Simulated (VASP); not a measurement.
A run of VASP 6.6.1:

INCAR

```
PREC     = Accurate       # precision mode
ENCUT    = 500            # plane-wave cutoff, eV
EDIFF    = 1E-6           # SCF threshold, eV
ISMEAR   = 0              # smearing method
SIGMA    = 0.1            # smearing width, eV
LREAL    = F              # projectors in reciprocal space
LASPH    = T              # aspherical terms in the spheres
NELM     = 200            # most SCF steps
ALGO     = Normal         # electronic algorithm
ISIF     = 2              # what is computed and relaxed
LWAVE    = F              # write WAVECAR
LCHARG   = T              # write CHGCAR
GGA      = PE             # functional
LELF     = T              # ELF
LVHAR    = T            
NBANDS   = 24             # bands
GGA_COMPAT= F            
LMAXMIX  = 6              # l up to which the mixer works
```

Contents of KPOINTS:

```
regular mesh
0
Gamma
  6 6 4
```

File POSCAR:

```
SmHfW
1.0
    4.2975094500      0.0000000000      0.0000000000
   -2.1487547200      3.7217523500      0.0000000000
    0.0000000000      0.0000000000      4.4653548900
Sm Hf W
1 1 1
Direct
    0.0000000000      0.0000000000      0.0000000000
    0.3333333300      0.6666666700      0.5000000000
    0.6666666700      0.3333333300      0.5000000000
```

Potentials or basis: VASP PAW PBE potentials, release 64 (Sm_3, Hf_pv, W_sv), 4f in core.

Command:

```console
$ cat potpaw_PBE.64/Sm_3/POTCAR potpaw_PBE.64/Hf_pv/POTCAR potpaw_PBE.64/W_sv/POTCAR > POTCAR
$ mpirun -np 1 vasp_std > vasp.out
```

Hardware: 1 thread of Intel(R) Xeon(R) Platinum 8259CL CPU @ 2.50GHz (Skylake/Cascade Lake), with other jobs on the host.

Problem. How long does it take, and how much memory?

Solution. Wall time 26 s on 1 thread of Intel(R) Xeon(R) Platinum 8259CL CPU @ 2.50GHz (Skylake/Cascade Lake), with other jobs on the host, peak memory 0.21 GiB. Counts: scf iterations 13, k points 21.
